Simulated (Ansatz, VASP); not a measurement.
Two plane-wave programs on Zn

INCAR

```
PREC = Accurate
ENCUT = 520
EDIFF = 1E-6
ISMEAR = 0
SIGMA = 0.15
LREAL = F
LASPH = T
NELM = 80
ALGO = Fast
ISIF = 2
LWAVE = F
LCHARG = F
GGA = PE
NBANDS = 12
```

The input KPOINTS:

```
regular mesh
0
Gamma
  20 20 20
```

POSCAR

```
Zn
1.0
    0.0000000000      1.9643393415      2.1018430954
    1.9643393415      0.0000000000      2.1018430954
    1.9643393415      1.9643393415      0.0000000000
Zn
1
Direct
    0.0000000000      0.0000000000      0.0000000000
```

Input for Ansatz:

```yaml
crystal:
  lattice:
    - [0.0, 1.9643393415, 2.1018430954]
    - [1.9643393415, 0.0, 2.1018430954]
    - [1.9643393415, 1.9643393415, 0.0]
  atoms:
    - { symbol: Zn, position: [0.0, 0.0, 0.0] }
basis:
  ecutwfc: 520.0
kpoints:
  mp_grid: { grid: [20, 20, 20] }
hamiltonian:
  xc: pbe
scf:
  occupations: { method: gaussian, width: 0.15 }
output:
  forces: true
  stress: true
  eigenvalues: true
```

Change from the starting cell: engineering shear strain xy +0.0000, normal strain along z +0.0700.

Alike in both runs: task single point; functional PBE; k mesh 20 × 20 × 20; occupations gaussian, width 0.15 eV; no spin polarisation.

```csv
,VASP,Ansatz
version,VASP 6.6.1,Ansatz 0.2.0
potentials or method,"VASP PAW PBE potentials, release 64 (Zn), cutoff 520 eV","scalar-relativistic, plane waves, PAW"
valence electrons in the cell,12,12
```

|  | VASP | Ansatz | Ansatz less VASP |
| --- | --- | --- | --- |
| gap on the k mesh at the Fermi level (eV) | none | none | - |
| pressure (GPa) | -3.5 | -3.7 | -0.22 |
| traceless stress, the component that is largest in VASP (GPa) | -2.66 | -2.65 | +0.010 |

A gap of «none» marks a metal or a gap that the smearing closes.
